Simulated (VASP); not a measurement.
# ZnGaP in VASP: further runs

Runs on ZnGaP. Level: PBE. Tasks: relaxation of cell and atoms, single point.

Program: VASP 6.6.1. These are calculated values, not measurements. Logs are shortened: lines on timing, memory, paths and dates and some standing lists are left out, and cuts for length are marked.

### 1 The cell of the first run

It takes space group P4/mmm (No. 123, tetragonal). The conventional cell has a = 3.850 Å, b = 3.850 Å, c = 4.453 Å, α = 90.00°, β = 90.00°, γ = 90.00°. Zn (site symmetry 4/mmm) has 2 P at 2.23 Å and 4 Ga at 2.72 Å within 2.9 Å. Ga (site symmetry 4/mmm) has 4 Zn at 2.72 Å and 8 P at 3.52 Å within 3.6 Å. P (site symmetry 4/mmm) has 2 Zn at 2.23 Å within 2.9 Å.

### 2 Relaxation of cell and atoms, PBE

File INCAR:

```
PREC = Accurate ; ENCUT = 600
EDIFF = 1E-6 ; ISMEAR = 0
SIGMA = 0.1 ; LREAL = F
LASPH = T ; NELM = 100
ALGO = Normal ; ISIF = 3
LWAVE = F ; LCHARG = F
GGA = PE ; IBRION = 2
NSW = 100 ; EDIFFG = -0.01
```

File KPOINTS:

```
Automatic mesh
0
Gamma
  12 12 10
```

File POSCAR:

```
ZnGaP
1.0
    3.8495822715      0.0000000000      0.0000000000
    0.0000000000      3.8495822715      0.0000000000
    0.0000000000      0.0000000000      4.4529246105
Zn Ga P
1 1 1
Direct
    0.5000000000      0.5000000000      0.0000000000
    0.0000000000      0.0000000000      0.0000000000
    0.5000000000      0.5000000000      0.5000000000
```

Potentials or basis: VASP PAW PBE potentials, release 64 (Zn, Ga_d, P).

Command:

```sh
cat potpaw_PBE.64/Zn/POTCAR potpaw_PBE.64/Ga_d/POTCAR potpaw_PBE.64/P/POTCAR > POTCAR
mpirun -np 1 vasp_std > vasp.out
```

OUTCAR:

```text
PREC = Accurate
   ENCUT = 600
   EDIFF = 1E-6
   ISMEAR = 0
   LREAL = F
   LASPH = T
   NELM = 100
   ISIF = 3
   GGA = PE
   IBRION = 2
   NSW = 100
   EDIFFG = -0.01

 ion  position               nearest neighbor table
   1  0.500  0.500  0.000-   3 2.23   3 2.23   2 2.72   2 2.72   2 2.72   2 2.72
   2  0.000  0.000  0.000-   1 2.72   1 2.72   1 2.72   1 2.72
   3  0.500  0.500  0.500-   1 2.23   1 2.23

  LATTYP: Found a simple tetragonal cell.
 ALAT       =     3.8495822715
 C/A-ratio  =     1.1567293011

  Lattice vectors:

 A1 = (   3.8495822715,   0.0000000000,   0.0000000000)
 A2 = (   0.0000000000,   3.8495822715,   0.0000000000)
 A3 = (   0.0000000000,   0.0000000000,   4.4529246105)

Analysis of symmetry for initial positions (statically):
=====================================================================
 Subroutine PRICEL returns:
 Original cell was already a primitive cell.

 Routine SETGRP: Setting up the symmetry group for a
 simple tetragonal supercell.

 Subroutine GETGRP returns: Found 16 space group operations
 (whereof 16 operations were pure point group operations)
 out of a pool of 16 trial point group operations.

The static configuration has the point symmetry D_4h.

Analysis of symmetry for dynamics (positions and initial velocities):
=====================================================================
 Subroutine PRICEL returns:
 Original cell was already a primitive cell.

 Routine SETGRP: Setting up the symmetry group for a
 simple tetragonal supercell.

 Subroutine GETGRP returns: Found 16 space group operations
 (whereof 16 operations were pure point group operations)
 out of a pool of 16 trial point group operations.

The dynamic configuration has the point symmetry D_4h.

 Subroutine INISYM returns: Found 16 space group operations
 (whereof 16 operations are pure point group operations),
 and found     1 'primitive' translations

----------------------------------------------------------------------------------------

                                     Primitive cell

  volume of cell :      65.9892

  direct lattice vectors                    reciprocal lattice vectors
     3.849582272  0.000000000  0.000000000     0.259768445  0.000000000  0.000000000
     0.000000000  3.849582272  0.000000000     0.000000000  0.259768445  0.000000000
     0.000000000  0.000000000  4.452924611     0.000000000  0.000000000  0.224571509

  length of vectors
     3.849582272  3.849582272  4.452924611     0.259768445  0.259768445  0.224571509

  position of ions in fractional coordinates (direct lattice)
     0.500000000  0.500000000  0.000000000
     0.000000000  0.000000000  0.000000000
     0.500000000  0.500000000  0.500000000

  ion indices of the primitive-cell ions
   primitive index   ion index
                 1           1
                 2           2
                 3           3

----------------------------------------------------------------------------------------

 KPOINTS: Automatic mesh

Automatic generation of k-mesh.
 Grid dimensions read from file:
 generate k-points for:   12   12   10

 Generating k-lattice:

  Cartesian coordinates                     Fractional coordinates (reciprocal lattice)
     0.021647370  0.000000000  0.000000000     0.083333333  0.000000000  0.000000000
     0.000000000  0.021647370  0.000000000     0.000000000  0.083333333  0.000000000
     0.000000000  0.000000000  0.022457151     0.000000000  0.000000000  0.100000000

  Length of vectors
     0.021647370  0.021647370  0.022457151

  Shift w.r.t. Gamma in fractional coordinates (k-lattice)
     0.000000000  0.000000000  0.000000000

 Subroutine IBZKPT returns following result:
 ===========================================

 Found    168 irreducible k-points:

 Following reciprocal coordinates:
            Coordinates               Weight
  0.000000  0.000000  0.000000      1.000000
  0.083333  0.000000  0.000000      4.000000
  0.166667  0.000000  0.000000      4.000000
  0.250000  0.000000  0.000000      4.000000
  0.333333  0.000000  0.000000      4.000000
  0.416667  0.000000  0.000000      4.000000
[... 16 lines left out ...]
  0.333333  0.333333  0.000000      4.000000
  0.416667  0.333333  0.000000      8.000000
 [... further k-points ...]
   k-points           NKPTS =    168   k-points in BZ     NKDIM =    168   number of bands    NBANDS=     19
   number of dos      NEDOS =    301   number of ions     NIONS =      3
   total plane-waves  NPLWV =  36864
   dimension x,y,z NGX =    32 NGY =   32 NGZ =   36
   dimension x,y,z NGXF=    64 NGYF=   64 NGZF=   72
   ions per type =               1   1   1
   NGX,Y,Z   is equivalent  to a cutoff of  13.82, 13.82, 13.44 a.u.
   NGXF,Y,Z  is equivalent  to a cutoff of  27.64, 27.64, 26.88 a.u.
 SYSTEM =  unknown system
   PREC   = accura    normal or accurate (medium, high low for compatibility)
   ISTART =      0    job   : 0-new  1-cont  2-samecut
   ICHARG =      2    charge: 1-file 2-atom 10-const
   ISPIN  =      1    spin polarized calculation?
   LNONCOLLINEAR =      F non collinear calculations
   LSORBIT =      F    spin-orbit coupling
   LASPH  =      T    aspherical Exc in radial PAW
   ENCUT  =  600.0 eV  44.10 Ry    6.64 a.u.   7.69  7.69  8.89*2*pi/ulx,y,z
   NELM   =    100;   NELMIN=  2; NELMDL= -5     # of ELM steps
   EDIFF  = 0.1E-05   stopping-criterion for ELM
   LREAL  =      F    real-space projection
   EDIFFG = -.1E-01   stopping-criterion for IOM
   NSW    =    100    number of steps for IOM
   IBRION =      2    ionic relax: 0-MD 1-quasi-New 2-CG
   NFREE  =      1    steps in history (QN), initial steepest desc. (CG)
   ISIF   =      3    stress and relaxation
   ISYM   =      2    0-nonsym 1-usesym 2-fastsym
   POTIM  = 0.5000    time-step for ionic-motion
   TEBEG  =    0.0;   TEEND  =   0.0 temperature during run
   PSTRESS=    0.0 pullay stress
   NELECT =      30.0000    total number of electrons
   NUPDOWN=      -1.0000    fix difference up-down
   EMIN   =  10.00;   EMAX   =-10.00  energy-range for DOS
   EFERMI =   0.00;   METHOD = LEGACY
   ISMEAR =     0;   SIGMA  =   0.10  broadening in eV -4-tet -1-fermi 0-gaus
   EFERMI_NEDOS =   21; number of points for ismear=-14 and -15
   IALGO  =     38    algorithm
   IMIX   =      4    mixing-type and parameters
     AMIX     =   0.40;   BMIX     =  1.00
     AMIX_MAG =   1.60;   BMIX_MAG =  1.00
  volume/ion in A,a.u.               =      22.00       148.44
  Fermi-wavevector in a.u.,A,eV,Ry     =   1.258803  2.378793 21.559584  1.584585
  Thomas-Fermi vector in A             =   2.392394
   LORBIT       =      0    0 simple, 1 ext, 2 COOP (PROOUT), +10 PAW based schemes
   GGA     = PE    functional components
   LHFCALC =     F    Hartree Fock is set to
   AEXX    =    0.0000 exact exchange contribution
   IVDW    =     0    specifies the selected vdW correction
   LEPSILON=     F    determine dielectric tensor
   LRPA    =     F    only Hartree local field effects (RPA)
 conjugate gradient relaxation of ions
 non-spin polarized calculation
 Gauss-broadening in eV      SIGMA  =   0.10
  energy-cutoff  :      600.00
  volume of cell :       65.99
 maximum number of plane-waves:      2232
 NGX is ok and might be reduce to    32
   NGX = 15   NGY = 15   NGZ = 17

--------------------------------------- Ionic step        1  -------------------------------------------

 number of electron      30.0000002 magnetization

 Free energy of the ion-electron system (eV)
  ---------------------------------------------------
  ext. energy  EPLUGINS =         0.00000000
  ---------------------------------------------------
  free energy    TOTEN  =        -7.80437846 eV

  energy without entropy =       -7.79413680  energy(sigma->0) =       -7.79925763

------------------------ aborting loop because EDIFF is reached ----------------------------------------

  FORCE on cell =-STRESS in cart. coord.  units (eV):
  Direction    XX          YY          ZZ          XY          YZ          ZX
  --------------------------------------------------------------------------------------
  -------------------------------------------------------------------------------------
  Total       -0.0833370     -0.0833370      0.1737021      0.0000000      0.0000000      0.0000000
  in kB       -2.0233737     -2.0233737      4.2173827      0.0000000      0.0000000      0.0000000
  external PRESSURE =       0.0568784 kB  Pullay stress =       0.0000000 kB
[... 92 lines left out ...]
  FREE ENERGIE OF THE ION-ELECTRON SYSTEM (eV)
  ---------------------------------------------------
  free  energy   TOTEN  =        -7.8050826491 eV

  energy  without entropy=       -7.7946320313  energy(sigma->0) =       -7.79985734

[... ionic steps 4 to 9 ...]

--------------------------------------- Ionic step       10  -------------------------------------------

 number of electron      30.0000016 magnetization

------------------------ aborting loop because EDIFF is reached ----------------------------------------

  FORCE on cell =-STRESS in cart. coord.  units (eV):
  Direction    XX          YY          ZZ          XY          YZ          ZX
  --------------------------------------------------------------------------------------
  -------------------------------------------------------------------------------------
  Total       -0.0081551     -0.0081551     -0.0642785      0.0000000      0.0000000      0.0000000
  in kB       -0.2008529     -0.2008529     -1.5831293      0.0000000      0.0000000      0.0000000
  external PRESSURE =      -0.6616117 kB  Pullay stress =       0.0000000 kB
[... 59 lines left out ...]
  energy  without entropy=       -7.7962060884  energy(sigma->0) =       -7.80132790

--------------------------------------- Ionic step       12  -------------------------------------------

 number of electron      30.0000015 magnetization

 Free energy of the ion-electron system (eV)
  ---------------------------------------------------
  ext. energy  EPLUGINS =         0.00000000
  ---------------------------------------------------
  free energy    TOTEN  =        -7.80649642 eV

  energy without entropy =       -7.79618385  energy(sigma->0) =       -7.80134013

 E-fermi :   3.0314     XC(G=0):  -9.7367

 val. band max:        3.0245654479   @ k =   0.4167   0.0833   0.1000
 cond. band min:       3.0548283409   @ k =   0.2500   0.2500   0.4000
 fundamental gap:      0.0302628930
 Fermi energy:         3.0314118586

 k-point     1 :       0.0000    0.0000    0.0000
  band No.  band energies     occupation
      1     -11.8606      2.00000
      2     -11.8262      2.00000
      3     -11.8185      2.00000
      4     -11.8082      2.00000
      5     -11.8082      2.00000
      6      -8.3387      2.00000
[... 11 lines left out ...]
     18       6.9526      0.00000
     19       7.3435      0.00000
[... 489 lines left out ...]
      3     -11.8183      2.00000
      4     -11.8157      2.00000
      5     -11.7686      2.00000
      6      -7.4322      2.00000
[... 11 lines left out ...]
     18       6.0914      0.00000
     19       6.2639      0.00000

 [... further k-points ...]

------------------------ aborting loop because EDIFF is reached ----------------------------------------

  FORCE on cell =-STRESS in cart. coord.  units (eV):
  Direction    XX          YY          ZZ          XY          YZ          ZX
  --------------------------------------------------------------------------------------
  -------------------------------------------------------------------------------------
  Total       -0.0099698     -0.0099698     -0.0174499      0.0000000     -0.0000000      0.0000000
  in kB       -0.2456323     -0.2456323     -0.4299241      0.0000000     -0.0000000      0.0000000
  external PRESSURE =      -0.3070629 kB  Pullay stress =       0.0000000 kB
[... 18 lines left out ...]
  FREE ENERGIE OF THE ION-ELECTRON SYSTEM (eV)
  ---------------------------------------------------
  free  energy   TOTEN  =        -7.8064964153 eV

  energy  without entropy=       -7.7961838461  energy(sigma->0) =       -7.80134013

 reached required accuracy - stopping structural energy minimisation
```

Run time: 7.9 min. Hardware: 1 thread of Intel Xeon 6975P-C (Granite Rapids), shared host; peak memory 0.42 GiB.

Results:

* Free energy: -7.8065 eV
* Relaxed volume: 21.68 Å³/atom
* Relaxed cell: a = 3.804 Å, b = 3.804 Å, c = 4.493 Å, α = 90.00°, β = 90.00°, γ = 90.00°
* Space group after relaxing (to 0.05 Å): P4/mmm (No. 123)
* Energy gained by relaxing: 0.7 meV/atom
* Ionic steps: 12
* Pressure after relaxing: 0.0 GPa
* Band gap on the k mesh: zero (band 15 reaches 3.95 eV, above the bottom of band 16 at 1.50 eV)

Step by step:
```tsv
step	energy change (eV)	largest force (eV/Å)	pressure (GPa)	volume (Å³)
1	0.0000	0.0000	0.01	65.99
2	-0.0005	0.0000	-0.24	66.00
3	-0.0007	0.0000	-0.50	66.01
4	-0.0008	0.0000	-0.34	66.00
5	-0.0012	0.0000	-0.30	65.83
6	-0.0020	0.0000	-0.21	65.30
7	-0.0012	0.0000	0.17	64.26
8	-0.0021	0.0000	-0.02	65.00
9	-0.0021	0.0000	-0.12	65.09
10	-0.0021	0.0000	-0.07	65.05
11	-0.0021	0.0000	-0.10	65.07
12	-0.0021	0.0000	-0.03	65.03
```

Final structure:
```xyz
3
Lattice="3.8044 0.0000 0.0000 0.0000 3.8044 0.0000 0.0000 0.0000 4.4930" Properties=species:S:1:pos:R:3 pbc="T T T"
Zn    1.9022    1.9022    0.0000
Ga    0.0000    0.0000    4.4930
P     1.9022    1.9022    2.2465
```

Levels at points of the mesh, in eV from the Fermi level:
```
           k point  band 13  band 14  band 15  band 16  band 17  band 18
(0.00, 0.00, 0.00)    -3.64    -0.84    -0.84     1.89     3.92     3.92
(0.50, 0.00, 0.00)    -2.89    -1.82    -0.34     0.13     2.34     4.00
(0.50, 0.50, 0.00)    -3.68    -3.68    -2.50     0.69     1.64     1.64
(0.00, 0.00, 0.50)    -0.21     0.55     0.55     1.47     1.47     1.65
(0.50, 0.00, 0.50)    -5.80    -2.67     0.92     3.27     4.51     4.60
(0.50, 0.50, 0.50)    -3.39    -2.07    -2.07    -1.48    -1.48     1.17
```

### 3 Single point, PBE

This run uses another cell than the first one, of 16.39 Å³/atom, 0.745 times its volume.

File INCAR:

```
PREC = Accurate
ENCUT = 520
EDIFF = 1E-7
ISMEAR = 0
SIGMA = 0.1
LREAL = F
LASPH = T
NELM = 100
ALGO = Normal
ISIF = 2
LWAVE = F
LCHARG = T
GGA = PE
LELF = T
LVHAR = T
NBANDS = 22
```

File KPOINTS:

```
Automatic mesh
0
Gamma
  6 6 4
```

File POSCAR:

```
ZnGaP
1.0
    3.6037209000      0.0000000000      0.0000000000
    0.0000000000      3.6383554300      0.0000000000
    0.0000000000      0.0000000000      3.7504839400
Zn Ga P
1 1 1
Direct
    0.5000000000      0.5000000000      0.0000000000
    0.0000000000      0.0000000000      0.0000000000
    0.5000000000      0.5000000000      0.5000000000
```

Potentials or basis: VASP PAW PBE potentials, release 64 (Zn, Ga_d, P).

Command:

```sh
cat potpaw_PBE.64/Zn/POTCAR potpaw_PBE.64/Ga_d/POTCAR potpaw_PBE.64/P/POTCAR > POTCAR
mpirun -np 1 vasp_std > vasp.out
```

It took 21 s on 1 thread of Intel Xeon 6975P-C (Granite Rapids), shared host; peak memory 0.19 GiB.

It converged, with:

- Free energy: -5.6014 eV
- Pressure: 38.9 GPa
- Band gap on the k mesh: zero (band 15 reaches 6.47 eV, above the bottom of band 16 at 3.52 eV)

Stress tensor (GPa, compression positive):
```
12.24  0.00  0.00
 0.00 12.08  0.00
 0.00  0.00 92.44
```

Levels at points of the mesh, in eV from the Fermi level:
```csv
k point,band 13,band 14,band 15,band 16,band 17,band 18
"(0.00, 0.00, 0.00)",-3.14,-2.41,-2.26,2.04,4.04,5.39
"(0.50, 0.00, 0.00)",-3.53,-1.13,0.17,0.48,3.25,3.53
"(0.00, 0.50, 0.00)",-3.56,-1.05,0.16,0.53,3.21,3.66
"(0.50, 0.50, 0.00)",-5.56,-4.33,-3.18,3.15,3.15,3.40
"(0.00, 0.00, 0.50)",0.30,0.41,0.55,0.86,1.05,1.14
"(0.50, 0.00, 0.50)",-6.31,-3.68,0.80,3.89,4.52,4.90
"(0.00, 0.50, 0.50)",-6.36,-3.69,0.87,4.00,4.65,5.02
"(0.50, 0.50, 0.50)",-3.14,-2.98,-2.97,-2.08,-2.04,-0.09
```

Caveat: the k points lie up to 0.42 Å⁻¹ apart.
